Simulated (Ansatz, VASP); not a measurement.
**One calculation of HfO2, two programs**

The input POSCAR:

```
HfO2
1.0
    2.5291609878     -2.5291609878      0.0000000000
    2.5291609878      0.0000000000     -2.5291609878
    5.4913346775      5.4913346775      5.4913346775
Hf O
3 6
Direct
    0.0000000000      0.0000000000      0.7676371713
    0.3333333333      0.3333333333      0.4605884437
    0.6666666667      0.6666666667      0.1535397162
    0.6666666667      0.6666666667      0.3838262619
    1.0000000000      0.0000000000      0.0767775343
    0.3333333333      0.3333333333      0.6908749894
    0.6666666667      0.6666666667      0.8443993532
    1.0000000000      0.0000000000      0.5373506256
    0.3333333333      0.3333333333      0.2303018981
```

INCAR.step1

```
ALGO = Normal
EDIFF = 1E-4
ENCUT = 520
GGA = PE
ISMEAR = 0
LASPH = T
LCHARG = F
LREAL = F
LWAVE = T
NBANDS = 43
NELM = 100
PREC = Accurate
SIGMA = 0.05
```

The input INCAR.step2:

```
ALGO = Normal
EDIFF = 1E-7
ENCUT = 520
ISIF = 2
ISMEAR = 0
ISTART = 1
LASPH = T
LCHARG = T
LELF = T
LMIXTAU = T
LREAL = F
LVHAR = T
LWAVE = F
METAGGA = R2SCAN
NBANDS = 43
NELM = 100
PREC = Accurate
SIGMA = 0.05
```

Contents of KPOINTS:

```
k-points
0
Gamma
  7 7 3
```

Input for Ansatz:

```yaml
crystal:
  lattice:
    - [2.5291609878, -2.5291609878, 0.0]
    - [2.5291609878, 0.0, -2.5291609878]
    - [5.4913346775, 5.4913346775, 5.4913346775]
  atoms:
    - { symbol: Hf, position: [0.0, 0.0, 0.7676371713] }
    - { symbol: Hf, position: [0.3333333333, 0.3333333333, 0.4605884437] }
    - { symbol: Hf, position: [0.6666666667, 0.6666666667, 0.1535397162] }
    - { symbol: O, position: [0.6666666667, 0.6666666667, 0.3838262619] }
    - { symbol: O, position: [1.0, 0.0, 0.0767775343] }
    - { symbol: O, position: [0.3333333333, 0.3333333333, 0.6908749894] }
    - { symbol: O, position: [0.6666666667, 0.6666666667, 0.8443993532] }
    - { symbol: O, position: [1.0, 0.0, 0.5373506256] }
    - { symbol: O, position: [0.3333333333, 0.3333333333, 0.2303018981] }
basis:
  ecutwfc: 500
kpoints:
  mp_grid: { grid: [7, 7, 3] }
hamiltonian:
  xc: r2scan
scf:
  occupations: { method: gaussian, width: 0.05 }
output:
  forces: true
  stress: true
  eigenvalues: true
```

Alike in both runs: task single point; functional r2SCAN; k mesh 7 × 7 × 3; occupations gaussian, width 0.05 eV; no spin polarisation.

|  | VASP | Ansatz |
| --- | --- | --- |
| version | VASP 6.6.1 | Ansatz 0.2.0 |
| potentials or method | VASP PAW PBE potentials, release 64 (Hf_pv, O), cutoff 520 eV | scalar-relativistic, plane waves, PAW |
| valence electrons in the cell | 66 | 114 |

```csv
,VASP,Ansatz,Ansatz less VASP
gap on the k mesh at the Fermi level (eV),4.56,4.56,0.000
least direct gap on the mesh (eV),4.67,4.66,-0.005
pressure (GPa),-11.7,-8.3,+3.42
"traceless stress, the component that is largest in VASP (GPa)",0.64,0.35,-0.290
rms of the force components (eV/Å),0.245,0.266,+0.0214
```

VASP's potentials were made for PBE, not for r2SCAN. Atom by atom the forces differ by 0.046 eV/Å (rms over components). The functional is the same, so the differences come from potentials, cutoffs and numerics. VASP's potentials hold 66 valence electrons a cell and Ansatz's 114, so a difference there can come from the potentials and not from the codes.

Neither program's run includes spin-orbit coupling.
